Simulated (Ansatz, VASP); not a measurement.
## Be in VASP and in Ansatz

```xyz
1
Lattice="-1.2782 1.2531 1.2531 1.2531 -1.2782 1.2531 1.2531 1.2531 -1.2782" Properties=species:S:1:pos:R:3 pbc="T T T"
Be    0.0000    0.0000    0.0000
```

Change from the starting cell: equal xy, yz and zx shear strains of -2 %, crystal datasets.

Alike in both runs: task electric field gradients; functional PBEsol; k mesh 23 × 23 × 23; occupations fermi-dirac, width 0.03 eV; no spin polarisation.

|  | VASP | Ansatz |
| --- | --- | --- |
| version | VASP 6.6.1 | Ansatz 0.2.0 |
| potentials or method | VASP PAW PBE potentials, release 64 (Be), cutoff 520 eV | all-electron PAW with datasets made for the crystal, scalar-relativistic |

|  | VASP | Ansatz | Ansatz less VASP |
| --- | --- | --- | --- |
| pressure (GPa) | -1.4 | -1.9 | -0.46 |
| traceless stress, the component that is largest in VASP (GPa) | 4.29 | 4.28 | -0.015 |
| size of Vzz on the site where it differs most (V/Å²) | 0.6 | 0.5 | -0.03 |

VASP's potentials were made for PBE, not for PBEsol. Ansatz ran all-electron here, and VASP with PAW potentials.
